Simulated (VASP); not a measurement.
# Al3H in VASP: further runs, part 2 of 2

VASP 6.6.1.

## (3) Single point, PBE

This run uses another cell than the first one, of the same volume but with other edges.

Contents of INCAR:

```
SYSTEM = Al3H
PREC     = Accurate       ! precision mode
ENCUT    = 520            ! plane-wave cutoff, eV
EDIFF    = 1E-6           ! SCF threshold, eV
ISMEAR   = 0              ! smearing method
SIGMA    = 0.2            ! smearing width, eV
LREAL    = .False.        ! projectors in reciprocal space
LASPH    = .True.         ! aspherical terms in the spheres
NELM     = 80             ! most SCF steps
ALGO     = Normal         ! electronic algorithm
ISIF     = 2              ! what is computed and relaxed
LWAVE    = .False.        ! write WAVECAR
LCHARG   = .False.        ! write CHGCAR
GGA      = PE             ! functional
NBANDS   = 20             ! bands
```

Contents of KPOINTS:

```
Automatic mesh
0
Gamma
  6 6 4
  0 0 0
```

Contents of POSCAR:

```
Al3H
1.0
   -0.4145208720     -0.3040335605     -2.7676869561
    2.2765532471     -3.9877900839     -0.0776060234
   -7.5911961546     -4.4419860322     -1.2466655862
Al H
6 2
Direct
    0.1804239333      0.5105962834      0.8238905896
    0.1702248454      0.9888302036      0.3245038504
   -0.1808844346      0.9933089682      0.6764287879
   -0.1700332587      0.5072460685      0.1758481630
    0.5289760329      0.0935351893      0.9995001848
    0.4726108376      0.4064797156      0.4990818109
   -0.0177818285      0.7120276684      0.5005797543
    0.0164638726      0.7879759030      1.0001668590
```

Potentials or basis: VASP PAW PBE potentials, release 64 (Al, H).

On the command line:

```bash
cat potpaw_PBE.64/Al/POTCAR potpaw_PBE.64/H/POTCAR > POTCAR
mpirun -np 1 vasp_std > vasp.out
```

OUTCAR:

```text
SYSTEM = Al3H
   PREC = Accurate
   ENCUT = 520
   EDIFF = 1E-6
   ISMEAR = 0
   LREAL = .False.
   LASPH = .True.
   NELM = 80
   ISIF = 2
   GGA = PE

 ion  position               nearest neighbor table
   1  0.180  0.511  0.824-   8 1.96   6 2.78   5 2.80   5 2.80   3 2.88   3 2.93   4 2.96   3 2.98
                             3 3.08   5 3.30
   2  0.170  0.989  0.325-   7 1.95   5 2.78   6 2.79   6 2.80   4 2.88   4 2.93   3 2.96   4 2.98
                             4 3.09   6 3.29
   3  0.819  0.993  0.676-   7 1.97   5 2.76   6 2.79   6 2.79   1 2.88   1 2.93   2 2.96   1 2.98
                             1 3.08   6 3.32
[... 777 lines left out ...]
  Total       -0.0193220     -0.0143597     -0.1094293     -0.0432205      0.0488806      0.0214698
  in kB       -0.2845032     -0.2114357     -1.6112696     -0.6363914      0.7197320      0.3161277
  external PRESSURE =      -0.7024029 kB  Pullay stress =       0.0000000 kB

 VOLUME and BASIS-vectors are now :
 -----------------------------------------------------------------------------
  energy-cutoff  :      520.00
  volume of cell :      108.81
      direct lattice vectors                 reciprocal lattice vectors
    -0.414520872 -0.304033561 -2.767686956     0.042520337  0.031496787 -0.371140835
     2.276553247 -3.987790084 -0.077606023     0.109500946 -0.188336922  0.004288895
    -7.591196155 -4.441986032 -1.246665586    -0.101214725 -0.058200987  0.021552535

 POSITION                                       TOTAL-FORCE (eV/Angst)
 -----------------------------------------------------------------------------------
     -5.16670     -5.75072     -1.56610         0.004792      0.016683      0.001766
     -0.28281     -5.43644     -0.95242         0.017638      0.001452     -0.002199
     -3.21312     -7.21483     -3.18742         0.010100      0.007707     -0.004768
     -0.52416     -3.05624     -2.55568         0.011972     -0.000958     -0.002725
     -7.59374     -4.97359     -2.71734        -0.015300     -0.014502      0.000091
     -3.05916     -3.98156     -1.96177        -0.020410     -0.006522      0.008691
     -2.58618     -5.36161     -3.39779        -0.001050     -0.001098     -0.003680
      1.78578     -3.14803     -0.10693        -0.007741     -0.002763      0.002823
 -----------------------------------------------------------------------------------
    total drift:                               -0.000010     -0.000003      0.000004

  FREE ENERGIE OF THE ION-ELECTRON SYSTEM (eV)
  ---------------------------------------------------
  free  energy   TOTEN  =       -28.0416381279 eV

  energy  without entropy=      -28.0013461981  energy(sigma->0) =      -28.02149216
```

OSZICAR:

```text
N       E                     dE             d eps       ncg     rms          rms(c)
DAV:   1     0.130802200263E+02    0.13080E+02   -0.71297E+03  3040   0.805E+02
DAV:   2    -0.268753850470E+02   -0.39956E+02   -0.38025E+02  3876   0.108E+02
DAV:   3    -0.284994431098E+02   -0.16241E+01   -0.16026E+01  4008   0.187E+01
DAV:   4    -0.285132259822E+02   -0.13783E-01   -0.13776E-01  3672   0.201E+00
DAV:   5    -0.285134102284E+02   -0.18425E-03   -0.18424E-03  3700   0.251E-01    0.453E+00
DAV:   6    -0.281637225540E+02    0.34969E+00   -0.20420E-01  3600   0.224E+00    0.244E+00
DAV:   7    -0.280454737856E+02    0.11825E+00   -0.34544E-01  3500   0.277E+00    0.491E-01
DAV:   8    -0.280422830504E+02    0.31907E-02   -0.35690E-02  3456   0.965E-01    0.223E-01
DAV:   9    -0.280416306218E+02    0.65243E-03   -0.26554E-03  3556   0.280E-01    0.673E-02
DAV:  10    -0.280416389017E+02   -0.82799E-05   -0.30047E-04  3704   0.910E-02    0.393E-02
DAV:  11    -0.280416388673E+02    0.34448E-07   -0.42508E-05  3676   0.312E-02    0.875E-03
DAV:  12    -0.280416377430E+02    0.11243E-05   -0.65252E-06  3500   0.140E-02    0.582E-03
DAV:  13    -0.280416381279E+02   -0.38490E-06   -0.72645E-07  1904   0.408E-03
   1 F= -.28041638E+02 E0= -.28021492E+02  d E =-.402919E-01
```

stdout:

```text
POSCAR found type information on POSCAR AlH
 POSCAR found :  2 types and       8 ions
 scaLAPACK will be used
 LDA part: xc-table for (Slater+PW92), standard interpolation
 POSCAR, INCAR and KPOINTS ok, starting setup
 FFT: planning ... GRIDC
 FFT: planning ... GRID_SOFT
 FFT: planning ... GRID
 WAVECAR not read
 entering main loop
```

It took 71 s on 1 thread of Intel Xeon Platinum 8559C (Emerald Rapids), shared host; peak memory 0.29 GiB.

What came out:

```yaml
Free_energy: -28.0416 eV
Pressure: -0.1 GPa
Largest_force: 0.023 eV/Å
Band_gap_on_the_k_mesh: zero (bands 10 and 11 overlap by 4.53 eV)
```

Forces in eV/Å, atoms in the order of the input:
```
Al   0.005  0.017  0.002
Al   0.018  0.001 -0.002
Al   0.010  0.008 -0.005
Al   0.012 -0.001 -0.003
Al  -0.015 -0.015  0.000
Al  -0.020 -0.007  0.009
H   -0.001 -0.001 -0.004
H   -0.008 -0.003  0.003
```

Stress tensor (GPa, compression positive):
```
-0.03 -0.06  0.03
-0.06 -0.02  0.07
 0.03  0.07 -0.16
```

Caveat: the k points lie up to 0.38 Å⁻¹ apart, too coarse for converged energies and pressures of a metal.
